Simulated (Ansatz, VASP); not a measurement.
# Al: VASP beside Ansatz

File INCAR:

```
SYSTEM = Al
PREC     = Accurate       ! precision mode
ENCUT    = 500            ! plane-wave cutoff, eV
EDIFF    = 1E-6           ! SCF threshold, eV
ISMEAR   = -1             ! smearing method
SIGMA    = 0.06122561905347299 ! smearing width, eV
LREAL    = .FALSE.        ! projectors in reciprocal space
LASPH    = .TRUE.         ! aspherical terms in the spheres
NELM     = 120            ! most SCF steps
ALGO     = Normal         ! electronic algorithm
ISIF     = 2              ! what is computed and relaxed
LWAVE    = .FALSE.        ! write WAVECAR
LCHARG   = .FALSE.        ! write CHGCAR
GGA      = PE             ! functional
NBANDS   = 8              ! bands
GGA_COMPAT= .FALSE.
```

File KPOINTS:

```
Automatic mesh
0
G
  12 12 12
  0 0 0
```

Contents of POSCAR:

```
Al
1.0
    0.0000000000      2.0404377985      2.0404377985
    2.0404377985      0.0000000000      2.0404377985
    2.0404377985      2.0404377985      0.0000000000
Al
1
Direct
    0.0000000000      0.0000000000      0.0000000000
```

Input for Ansatz:

```yaml
crystal:
  atoms:
  - position: [0.0, 0.0, 0.0]
    symbol: Al
  lattice:
  - [0.0, 2.040437798515854, 2.040437798515854]
  - [2.040437798515854, 0.0, 2.040437798515854]
  - [2.040437798515854, 2.040437798515854, 0.0]
hamiltonian:
  dispersion: none
  pseudopotentials:
    kind: all_electron
    lapw:
      basis_error: 0.025 meV
      muffin_tin_radii: {Al: 1.2171}
    relativity: scalar
  xc: pbe
kpoints:
  mp_grid:
    grid: [12, 12, 12]
    shift: [0, 0, 0]
magnetization: {spin_polarized: false}
output: {forces: true, stress: true}
scf:
  convergence: {dr2_threshold: 1e-10 eV}
  lower_state_search: 'off'
  max_iter: 200
  occupations: {method: fermi_dirac, width: 0.06122561905347299}
```

Alike in both runs: task single point; functional PBE; k mesh 12 × 12 × 12; occupations fermi-dirac, width 0.0612256 eV; no spin polarisation.

|  | VASP | Ansatz |
| --- | --- | --- |
| version | VASP 6.6.1 | Ansatz 0.2 development build |
| potentials or method | VASP PAW PBE potentials, release 64 (Al), cutoff 500 eV | all-electron full-potential LAPW, scalar-relativistic |

|  | VASP | Ansatz | Ansatz less VASP |
| --- | --- | --- | --- |
| pressure (GPa) | -2.1 | -2.1 | +0.03 |

Ansatz ran all-electron here, and VASP with PAW potentials.
